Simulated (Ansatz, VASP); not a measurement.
**Al: VASP beside Ansatz**

```xyz
1
Lattice="0.0000 2.0201 2.0201 2.0201 0.0000 2.0201 2.0201 2.0201 0.0000" Properties=species:S:1:pos:R:3 pbc="T T T"
Al    0.0000    0.0000    0.0000
```

Alike in both runs: functional PBE; k mesh 24 × 24 × 24; occupations methfessel-paxton of order 1, width 0.4 eV; no spin polarisation.

Ansatz relaxed the structure, and its values are those at the end. VASP's run is a single point on that final structure, the one shown.

|  | VASP | Ansatz |
| --- | --- | --- |
| version | VASP 6.6.1 | Ansatz 0.2.0 |
| potentials or method | VASP PAW PBE potentials, release 64 (Al) | scalar-relativistic, plane waves, PAW |
| plane-wave cutoff (eV) | 520 | 420 |
| valence electrons in the cell | 3 | 3 |

```csv
,VASP,Ansatz,Ansatz less VASP
gap on the k mesh at the Fermi level (eV),none,none,-
pressure (GPa),0.0,0.0,+0.04
```

A gap of «none» marks a metal or a gap that the smearing closes.
